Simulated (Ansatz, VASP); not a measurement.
# KCl in VASP and in Ansatz

INCAR

```
ALGO = Normal ; EDIFF = 1E-6
ENCUT = 500 ; GGA = PE
GGA_COMPAT = False ; ISIF = 2
ISMEAR = -1 ; LASPH = True
LCHARG = False ; LREAL = False
LWAVE = False ; NBANDS = 15
NELM = 120 ; PREC = Accurate
SIGMA = 0.02
```

The input KPOINTS:

```
k-points
0
Gamma
  7 7 7
```

The input POSCAR:

```
KCl
1.0
    3.6460731784      0.0000000000      0.0000000000
    0.0000000000      3.6460731784      0.0000000000
    0.0000000000      0.0000000000      3.6460731784
K Cl
1 1
Direct
    0.0000000000      0.0000000000      0.0000000000
    0.5000000000      0.5000000000      0.5000000000
```

Input for Ansatz:

```yaml
crystal:
  lattice:
    - [3.6460731784, 0.0, 0.0]
    - [0.0, 3.6460731784, 0.0]
    - [0.0, 0.0, 3.6460731784]
  atoms:
    - { symbol: K, position: [0.0, 0.0, 0.0] }
    - { symbol: Cl, position: [0.5, 0.5, 0.5] }
kpoints:
  mp_grid: { grid: [7, 7, 7] }
  band_path:
    path:
      - [0.0, 0.0, 0.0]
      - [0.0, 0.5, 0.0]
      - [0.5, 0.5, 0.0]
      - [0.0, 0.0, 0.0]
      - [0.5, 0.5, 0.5]
      - [0.0, 0.5, 0.0]
      - [0.5, 0.5, 0.5]
      - [0.5, 0.5, 0.0]
    npoints: 5
scf:
  occupations: { method: fermi_dirac, width: 0.02 }
hamiltonian:
  xc: pbe
  pseudopotentials: { kind: all_electron, lapw: { basis_error: 0.0005 } }
output:
  forces: true
  stress: true
  eigenvalues: true
```

Change from the starting cell: volume scaled by 1.01.

Alike in both runs: task single point; functional PBE; k mesh 7 × 7 × 7; occupations fermi-dirac, width 0.02 eV; no spin polarisation.

|  | VASP | Ansatz |
| --- | --- | --- |
| version | VASP 6.6.1 | Ansatz 0.2.0 |
| potentials or method | VASP PAW PBE potentials, release 64 (K_sv, Cl), cutoff 500 eV | all-electron LAPW, scalar-relativistic |

```tsv
	VASP	Ansatz	Ansatz less VASP
gap on the k mesh at the Fermi level (eV)	5.56	5.56	+0.003
pressure (GPa)	4.1	4.1	-0.05
```

Ansatz ran all-electron here, and VASP with PAW potentials.
